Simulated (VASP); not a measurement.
Input of a VASP 6.6.1 run:

INCAR

```
PREC = Accurate
ENCUT = 600
EDIFF = 1E-6
ISMEAR = 0
SIGMA = 0.1
LREAL = False
LASPH = True
NELM = 80
ALGO = Normal
ISIF = 3
LWAVE = False
LCHARG = False
GGA = PE
IBRION = 2
NSW = 100
EDIFFG = -0.01
```

Contents of KPOINTS:

```
Automatic mesh
0
Gamma
  12 12 6
```

POSCAR

```
Ta4O
1.0
    3.2574970000      0.0000000000      0.0000000000
    0.0000000000      3.2574970000      0.0000000000
    0.0000000000      0.0000000000      7.4093410000
Ta O
4 1
Direct
    0.0000000000      0.0000000000      0.5000000000
    0.5000000000      0.5000000000      0.7831580000
    0.5000000000      0.5000000000      0.2168420000
    0.0000000000      0.0000000000      0.0000000000
    0.5000000000      0.5000000000      0.5000000000
```

Potentials or basis: VASP PAW PBE potentials, release 64 (Ta_pv, O).

Command:

```bash
$ cat potpaw_PBE.64/Ta_pv/POTCAR potpaw_PBE.64/O/POTCAR > POTCAR
$ mpirun -np 1 vasp_std > vasp.out
```

What does it give for the space group after relaxing (to 0.05 Å)?

P4/mmm (No. 123).

Predict the relaxed volume.

15.68 Å³/atom.

Predict the band gap on the k mesh.

zero (band 25 reaches 6.91 eV, above the bottom of band 26 at 5.93 eV).

Forces in eV/Å, atoms in the order of the input:
```
Ta   0.000  0.000  0.000
Ta   0.000  0.000 -0.005
Ta   0.000  0.000  0.005
Ta   0.000  0.000  0.000
O    0.000  0.000  0.000
```

Caveat: spin-orbit coupling is left out, which moves the levels of the heavy elements.
